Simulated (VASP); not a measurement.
# Ge (Fd-3m) in VASP: notebook

Runs on Ge. Level: PBEsol. Tasks: single point.

Everything below comes from runs of VASP 6.6.1. Logs are shortened: lines on timing, memory, paths and dates and some standing lists are left out, and cuts for length are marked.

**What was measured.**

From “Electronic and optical properties of SixGe1-x-ySny alloys lattice-matched to Ge”, 2021, arxiv:2109.02782, for a bulk crystal of Ge at 293 K: band gap 0.666 eV (indirect).

The results are compared with them further down.

## 1. The cell of the first run

Symmetry: Fd-3m, No. 227, cubic system. Conventional cell: a = 5.328 Å, b = 5.328 Å, c = 5.328 Å, α = 90.00°, β = 90.00°, γ = 90.00°. Within 3.0 Å of Ge (site symmetry -43m) lie 4 Ge at 2.31 Å.

## 2. Single point, PBEsol

File INCAR:

```
SYSTEM = Ge
  PREC = Accurate
  ENCUT = 520
  EDIFF = 1E-6
  ISMEAR = -1
  SIGMA = 0.05
  LREAL = .FALSE.
  LASPH = .TRUE.
  NELM = 80
  ALGO = Normal
  ISIF = 2
  LWAVE = .FALSE.
  LCHARG = .FALSE.
  GGA = PS
  NBANDS = 21
```

File KPOINTS:

```
Automatic mesh
0
G
  8 8 8
  0 0 0
```

File POSCAR:

```
Ge
1.0
    0.0000000000      2.6638316529      2.6638316529
    2.6638316529      0.0000000000      2.6638316529
    2.6638316529      2.6638316529      0.0000000000
Ge
2
Direct
    0.7500000000      0.7500000000      0.7500000000
    0.5000000000      0.5000000000      0.5000000000
```

Potentials or basis: VASP PAW PBE potentials, release 64 (Ge_d).

On the command line:

```console
cat potpaw_PBE.64/Ge_d/POTCAR > POTCAR
mpirun -np 1 vasp_std > vasp.out
```

OUTCAR:

```text
SYSTEM = Ge
   PREC = Accurate
   ENCUT = 520
   EDIFF = 1E-6
   ISMEAR = -1
   LREAL = .FALSE.
   LASPH = .TRUE.
   NELM = 80
   ISIF = 2
   GGA = PS

 ion  position               nearest neighbor table
   1  0.750  0.750  0.750-   2 2.31   2 2.31   2 2.31   2 2.31
   2  0.500  0.500  0.500-   1 2.31   1 2.31   1 2.31   1 2.31

  LATTYP: Found a face centered cubic cell.
 ALAT       =     5.3276633058

  Lattice vectors:

 A1 = (   0.0000000000,   2.6638316529,   2.6638316529)
 A2 = (   2.6638316529,   0.0000000000,   2.6638316529)
 A3 = (   2.6638316529,   2.6638316529,   0.0000000000)

Analysis of symmetry for initial positions (statically):
=====================================================================
 Subroutine PRICEL returns:
 Original cell was already a primitive cell.

 Routine SETGRP: Setting up the symmetry group for a
 face centered cubic supercell.

 Subroutine GETGRP returns: Found 48 space group operations
 (whereof 24 operations were pure point group operations)
 out of a pool of 48 trial point group operations.

The static configuration has the point symmetry T_d .
 The point group associated with its full space group is O_h .

Analysis of symmetry for dynamics (positions and initial velocities):
=====================================================================
 Subroutine PRICEL returns:
 Original cell was already a primitive cell.

 Routine SETGRP: Setting up the symmetry group for a
 face centered cubic supercell.

 Subroutine GETGRP returns: Found 48 space group operations
 (whereof 24 operations were pure point group operations)
 out of a pool of 48 trial point group operations.

The dynamic configuration has the point symmetry T_d .
 The point group associated with its full space group is O_h .

 Subroutine INISYM returns: Found 48 space group operations
 (whereof 24 operations are pure point group operations),
 and found     1 'primitive' translations

----------------------------------------------------------------------------------------

                                     Primitive cell

  volume of cell :      37.8051

  direct lattice vectors                    reciprocal lattice vectors
     0.000000000  2.663831653  2.663831653    -0.187699549  0.187699549  0.187699549
     2.663831653  0.000000000  2.663831653     0.187699549 -0.187699549  0.187699549
     2.663831653  2.663831653  0.000000000     0.187699549  0.187699549 -0.187699549

  length of vectors
     3.767226851  3.767226851  3.767226851     0.325105156  0.325105156  0.325105156

  position of ions in fractional coordinates (direct lattice)
     0.750000000  0.750000000  0.750000000
     0.500000000  0.500000000  0.500000000

  ion indices of the primitive-cell ions
   primitive index   ion index
                 1           1
                 2           2

----------------------------------------------------------------------------------------

 KPOINTS: Automatic mesh

Automatic generation of k-mesh.
 Grid dimensions read from file:
 generate k-points for:    8    8    8

 Generating k-lattice:

  Cartesian coordinates                     Fractional coordinates (reciprocal lattice)
    -0.023462444  0.023462444  0.023462444     0.125000000  0.000000000  0.000000000
     0.023462444 -0.023462444  0.023462444     0.000000000  0.125000000  0.000000000
     0.023462444  0.023462444 -0.023462444     0.000000000  0.000000000  0.125000000

  Length of vectors
     0.040638144  0.040638144  0.040638144

  Shift w.r.t. Gamma in fractional coordinates (k-lattice)
     0.000000000  0.000000000  0.000000000

 Subroutine IBZKPT returns following result:
 ===========================================

 Found     29 irreducible k-points:

 Following reciprocal coordinates:
            Coordinates               Weight
  0.000000  0.000000  0.000000      1.000000
  0.125000  0.000000  0.000000      8.000000
  0.250000  0.000000  0.000000      8.000000
  0.375000  0.000000  0.000000      8.000000
  0.500000  0.000000  0.000000      4.000000
  0.125000  0.125000  0.000000      6.000000
[... 16 lines left out ...]
  0.500000  0.250000  0.125000     48.000000
 -0.375000  0.250000  0.125000     24.000000
 [... further k-points ...]
   k-points           NKPTS =     29   k-points in BZ     NKDIM =     29   number of bands    NBANDS=     21
   number of dos      NEDOS =    301   number of ions     NIONS =      2
   total plane-waves  NPLWV =  21952
   dimension x,y,z NGX =    28 NGY =   28 NGZ =   28
   dimension x,y,z NGXF=    56 NGYF=   56 NGZF=   56
   ions per type =               2
   NGX,Y,Z   is equivalent  to a cutoff of  12.36, 12.36, 12.36 a.u.
   NGXF,Y,Z  is equivalent  to a cutoff of  24.71, 24.71, 24.71 a.u.
 SYSTEM =  Ge
   PREC   = accura    normal or accurate (medium, high low for compatibility)
   ISTART =      0    job   : 0-new  1-cont  2-samecut
   ICHARG =      2    charge: 1-file 2-atom 10-const
   ISPIN  =      1    spin polarized calculation?
   LNONCOLLINEAR =      F non collinear calculations
   LSORBIT =      F    spin-orbit coupling
   LASPH  =      T    aspherical Exc in radial PAW
   ENCUT  =  520.0 eV  38.22 Ry    6.18 a.u.   7.00  7.00  7.00*2*pi/ulx,y,z
   NELM   =     80;   NELMIN=  2; NELMDL= -5     # of ELM steps
   EDIFF  = 0.1E-05   stopping-criterion for ELM
   LREAL  =      F    real-space projection
   EDIFFG = 0.1E-04   stopping-criterion for IOM
   NSW    =      0    number of steps for IOM
   IBRION =     -1    ionic relax: 0-MD 1-quasi-New 2-CG
   NFREE  =      0    steps in history (QN), initial steepest desc. (CG)
   ISIF   =      2    stress and relaxation
   ISYM   =      2    0-nonsym 1-usesym 2-fastsym
   POTIM  = 0.5000    time-step for ionic-motion
   TEBEG  =    0.0;   TEEND  =   0.0 temperature during run
   PSTRESS=    0.0 pullay stress
   NELECT =      28.0000    total number of electrons
   NUPDOWN=      -1.0000    fix difference up-down
   EMIN   =  10.00;   EMAX   =-10.00  energy-range for DOS
   EFERMI =   0.00;   METHOD = LEGACY
   ISMEAR =    -1;   SIGMA  =   0.05  broadening in eV -4-tet -1-fermi 0-gaus
   EFERMI_NEDOS =   21; number of points for ismear=-14 and -15
   IALGO  =     38    algorithm
   IMIX   =      4    mixing-type and parameters
     AMIX     =   0.40;   BMIX     =  1.00
     AMIX_MAG =   1.60;   BMIX_MAG =  1.00
  volume/ion in A,a.u.               =      18.90       127.56
  Fermi-wavevector in a.u.,A,eV,Ry     =   1.481190  2.799043 29.850141  2.193923
  Thomas-Fermi vector in A             =   2.595131
   LORBIT       =      0    0 simple, 1 ext, 2 COOP (PROOUT), +10 PAW based schemes
   GGA     = PS    functional components
   LHFCALC =     F    Hartree Fock is set to
   AEXX    =    0.0000 exact exchange contribution
   IVDW    =     0    specifies the selected vdW correction
   LEPSILON=     F    determine dielectric tensor
   LRPA    =     F    only Hartree local field effects (RPA)
 non-spin polarized calculation
  energy-cutoff  :      520.00
  volume of cell :       37.81
 maximum number of plane-waves:      1036
   NGX = 13   NGY = 13   NGZ = 13

 number of electron      28.0000000 magnetization

 Free energy of the ion-electron system (eV)
  ---------------------------------------------------
  ext. energy  EPLUGINS =         0.00000000
  ---------------------------------------------------
  free energy    TOTEN  =        -9.45500719 eV

  energy without entropy =       -9.45440763  energy(sigma->0) =       -9.45470741

 E-fermi :   6.8877     XC(G=0): -11.0141

 val. band max:        6.8039268770   @ k =   0.0000   0.0000   0.0000
 cond. band min:       7.0130877294   @ k =   0.3750   0.3750   0.0000
 fundamental gap:      0.2091608524
 Fermi energy:         6.8877324762

 k-point     1 :       0.0000    0.0000    0.0000
  band No.  band energies     occupation
      1     -18.3187      2.00000
      2     -18.3187      2.00000
      3     -18.3187      2.00000
      4     -18.2658      2.00000
      5     -18.2658      2.00000
      6     -17.9329      2.00000
[... 13 lines left out ...]
     20      16.7871      0.00000
     21      16.7871      0.00000

 k-point     2 :       0.1250    0.0000    0.0000
  band No.  band energies     occupation
      1     -18.3323      2.00000
      2     -18.3323      2.00000
      3     -18.3150      2.00000
      4     -18.2465      2.00000
      5     -18.2465      2.00000
      6     -17.9469      2.00000
[... 13 lines left out ...]
     20      15.6079      0.00000
     21      15.6079      0.00000

 k-point     3 :       0.2500    0.0000    0.0000
  band No.  band energies     occupation
      1     -18.3478      2.00000
      2     -18.3478      2.00000
      3     -18.3060      2.00000
      4     -18.2187      2.00000
      5     -18.2187      2.00000
      6     -17.9654      2.00000
[... 13 lines left out ...]
     20      15.3634      0.00000
     21      15.3634      0.00000

 k-point     4 :       0.3750    0.0000    0.0000
  band No.  band energies     occupation
      1     -18.3545      2.00000
      2     -18.3545      2.00000
      3     -18.2969      2.00000
      4     -18.2032      2.00000
      5     -18.2032      2.00000
      6     -17.9737      2.00000
[... 13 lines left out ...]
     20      16.8539      0.00000
     21      16.8539      0.00000

 k-point     5 :       0.5000    0.0000    0.0000
  band No.  band energies     occupation
      1     -18.3557      2.00000
      2     -18.3557      2.00000
      3     -18.2931      2.00000
      4     -18.1995      2.00000
      5     -18.1995      2.00000
      6     -17.9747      2.00000
[... 13 lines left out ...]
     20      18.9464      0.00000
     21      18.9464      0.00000
[... 382 lines left out ...]
     20      20.2818      0.00000
     21      20.6547      0.00000

 k-point    22 :       0.3750    0.2500    0.1250
  band No.  band energies     occupation
      1     -18.3652      2.00000
      2     -18.3585      2.00000
      3     -18.2948      2.00000
      4     -18.2066      2.00000
      5     -18.1588      2.00000
      6     -18.0532      2.00000
[... 13 lines left out ...]
     20      17.7331      0.00000
     21      18.2292      0.00000

 k-point    23 :       0.5000    0.2500    0.1250
  band No.  band energies     occupation
      1     -18.3823      2.00000
      2     -18.3696      2.00000
      3     -18.2610      2.00000
      4     -18.1832      2.00000
      5     -18.1388      2.00000
      6     -18.0656      2.00000
[... 13 lines left out ...]
     20      17.3097      0.00000
     21      19.1406      0.00000

 k-point    24 :      -0.3750    0.2500    0.1250
  band No.  band energies     occupation
      1     -18.3904      2.00000
      2     -18.3715      2.00000
      3     -18.2460      2.00000
      4     -18.1660      2.00000
      5     -18.1416      2.00000
      6     -18.0565      2.00000
[... 13 lines left out ...]
     20      18.2109      0.00000
     21      19.3554      0.00000

 [... further k-points ...]

------------------------ aborting loop because EDIFF is reached ----------------------------------------

  FORCE on cell =-STRESS in cart. coord.  units (eV):
  Direction    XX          YY          ZZ          XY          YZ          ZX
  --------------------------------------------------------------------------------------
  -------------------------------------------------------------------------------------
  Total        4.6904910      4.6904910      4.6904910      0.0000000      0.0000000      0.0000000
  in kB      198.7826941    198.7826941    198.7826941      0.0000000      0.0000000      0.0000000
  external PRESSURE =     198.7826941 kB  Pullay stress =       0.0000000 kB

 VOLUME and BASIS-vectors are now :
 -----------------------------------------------------------------------------
  energy-cutoff  :      520.00
  volume of cell :       37.81
      direct lattice vectors                 reciprocal lattice vectors
     0.000000000  2.663831653  2.663831653    -0.187699549  0.187699549  0.187699549
     2.663831653  0.000000000  2.663831653     0.187699549 -0.187699549  0.187699549
     2.663831653  2.663831653  0.000000000     0.187699549  0.187699549 -0.187699549

 POSITION                                       TOTAL-FORCE (eV/Angst)
 -----------------------------------------------------------------------------------
      3.99575      3.99575      3.99575         0.000000      0.000000      0.000000
      2.66383      2.66383      2.66383        -0.000000     -0.000000     -0.000000
 -----------------------------------------------------------------------------------
    total drift:                                0.000000      0.000000      0.000000

  FREE ENERGIE OF THE ION-ELECTRON SYSTEM (eV)
  ---------------------------------------------------
  free  energy   TOTEN  =        -9.4550071880 eV

  energy  without entropy=       -9.4544076304  energy(sigma->0) =       -9.45470741
```

It took 17 s on 1 thread of Intel Xeon 6975P-C (Granite Rapids), shared host; peak memory 0.15 GiB.

What came out:

| Property | Result |
| --- | --- |
| Free energy | -9.4550 eV |
| Pressure | 19.9 GPa |
| Band gap on the k mesh | 0.21 eV, indirect (least direct gap 1.74 eV) |

Levels at points of the mesh, in eV from the valence-band top:
| k point | band 12 | band 13 | band 14 | band 15 | band 16 | band 17 |
| --- | --- | --- | --- | --- | --- | --- |
| (0.00, 0.00, 0.00) | 0.00 | 0.00 | 0.00 | 1.74 | 2.58 | 2.58 |
| (0.50, 0.00, 0.00) | -8.63 | -1.72 | -1.72 | 0.73 | 3.76 | 3.76 |
| (0.50, 0.50, 0.00) | -9.69 | -3.79 | -3.79 | 0.37 | 0.37 | 11.06 |

Caveat: the PAW data sets were made with another functional, which shifts forces and pressure a little.

## 3. Single point, PBEsol

This run uses another cell than the first one, of 20.40 Å³/atom, 1.079 times its volume.

File INCAR:

```
ALGO = Normal ; EDIFF = 1E-6
ENCUT = 520 ; GGA = PS
ISIF = 2 ; ISMEAR = -1
LASPH = True ; LCHARG = True
LELF = True ; LREAL = False
LVHAR = True ; LWAVE = False
NBANDS = 21 ; NELM = 60
PREC = Accurate ; SIGMA = 0.05
```

File KPOINTS:

```
k-points
0
Gamma
  8 8 8
```

File POSCAR:

```
Ge
1.0
    0.0000000000      2.7322484766      2.7322484766
    2.7322484766      0.0000000000      2.7322484766
    2.7322484766      2.7322484766      0.0000000000
Ge
2
Direct
    0.7500000000      0.7500000000      0.7500000000
    0.5000000000      0.5000000000      0.5000000000
```

Potentials or basis: VASP PAW PBE potentials, release 64 (Ge_d).

On the command line:

```console
cat potpaw_PBE.64/Ge_d/POTCAR > POTCAR
mpirun -np 1 vasp_std > vasp.out
```

Run time: 20 s. Hardware: 1 thread of Intel Xeon 6975P-C (Granite Rapids), shared host; peak memory 0.16 GiB.

Results (log left out):

| Quantity | Value |
| --- | --- |
| Free energy | -9.7281 eV |
| Pressure | 9.9 GPa |
| Band gap on the k mesh | 0.34 eV, indirect (least direct gap 0.98 eV) |

Levels at points of the mesh, in eV from the valence-band top:
```
           k point  band 11  band 12  band 13  band 14  band 15  band 16  band 17  band 18
(0.00, 0.00, 0.00)   -13.64     0.00     0.00     0.00     0.98     2.57     2.57     2.57
(0.50, 0.00, 0.00)   -11.27    -8.17    -1.58    -1.58     0.46     3.75     3.75     6.99
(0.50, 0.50, 0.00)    -9.33    -9.33    -3.48    -3.48     0.51     0.51    10.38    10.38
```

Caveat: the PAW data sets were made with another functional, which shifts forces and pressure a little. A k mesh can miss the band edges.

## 4. Single point, PBEsol

This run uses another cell than the first one, of 21.42 Å³/atom, 1.133 times its volume.

File INCAR:

```
SYSTEM = Ge
ALGO = Normal
EDIFF = 1E-7
ENCUT = 520
GGA = PS
ISIF = 2
ISMEAR = -1
LASPH = .True.
LCHARG = .False.
LREAL = .False.
LWAVE = .False.
NBANDS = 21
NELM = 80
PREC = Accurate
SIGMA = 0.05
```

File KPOINTS:

```
k-points
0
Gamma
  8 8 8
  0 0 0
```

File POSCAR:

```
Ge
1.0
    0.0000000000      2.7771539819      2.7771539819
    2.7771539819      0.0000000000      2.7771539819
    2.7771539819      2.7771539819      0.0000000000
Ge
2
Direct
    0.7500000000      0.7500000000      0.7500000000
    0.5000000000      0.5000000000      0.5000000000
```

On the command line:

```console
cat potpaw_PBE.64/Ge_d/POTCAR > POTCAR
mpirun -np 1 vasp_std > vasp.out
```

Run time: 24 s. Hardware: 1 thread of Intel Xeon 6975P-C (Granite Rapids), shared host; peak memory 0.16 GiB.

It converged, with:

| Property | Result |
| --- | --- |
| Free energy | -9.8222 eV |
| Pressure | 4.9 GPa |
| Band gap on the k mesh | 0.30 eV, indirect (least direct gap 0.51 eV) |

Levels at points of the mesh, in eV from the valence-band top:
```
           k point  band 12  band 13  band 14  band 15  band 16  band 17
(0.00, 0.00, 0.00)     0.00     0.00     0.00     0.51     2.55     2.55
(0.50, 0.00, 0.00)    -7.90    -1.50    -1.50     0.30     3.74     3.74
(0.50, 0.50, 0.00)    -9.12    -3.29    -3.29     0.59     0.59     9.96
```

Caveat: the PAW data sets were made with another functional, which shifts forces and pressure a little. A k mesh can miss the band edges.

[end of part 1 of 2]
